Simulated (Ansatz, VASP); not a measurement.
Al3BiO3: VASP beside Ansatz

```xyz
7
Lattice="3.0658 0.0000 0.0000 -1.5329 2.6550 0.0000 0.0000 0.0000 14.2344" Properties=species:S:1:pos:R:3 pbc="T T T"
Al    0.0000    1.7700    8.7719
Al    0.0000    0.0000    5.8147
Al    0.0000    1.7700    1.8437
Bi    0.0000    0.0000   13.4008
O     0.0000    1.7700    7.0380
O     0.0000    0.0000    9.3069
O     1.5329    0.8850    5.1389
```

Alike in both runs: task relaxation of cell and atoms; functional PBE; k mesh 12 × 12 × 4; occupations gaussian, width 0.1 eV; no spin polarisation.

|  | VASP | Ansatz |
| --- | --- | --- |
| version | VASP 6.6.1 | Ansatz 0.2.0 |
| potentials or method | VASP PAW PBE potentials, release 64 (Al, Bi_d, O), cutoff 600 eV | scalar-relativistic, plane waves, PAW |
| valence electrons in the cell | 42 | 42 |

|  | VASP | Ansatz | Ansatz less VASP |
| --- | --- | --- | --- |
| gap on the k mesh at the Fermi level, each at its own relaxed structure (eV) | none | none | - |
| relaxed volume (Å³/atom) | 16.38 | 16.53 | +0.152 |
| relaxed cell length with the largest relative difference (Å) | 14.261 | 14.382 | +0.1214 |

A gap of «none» marks a metal or a gap that the smearing closes.

Neither program's run includes spin-orbit coupling.
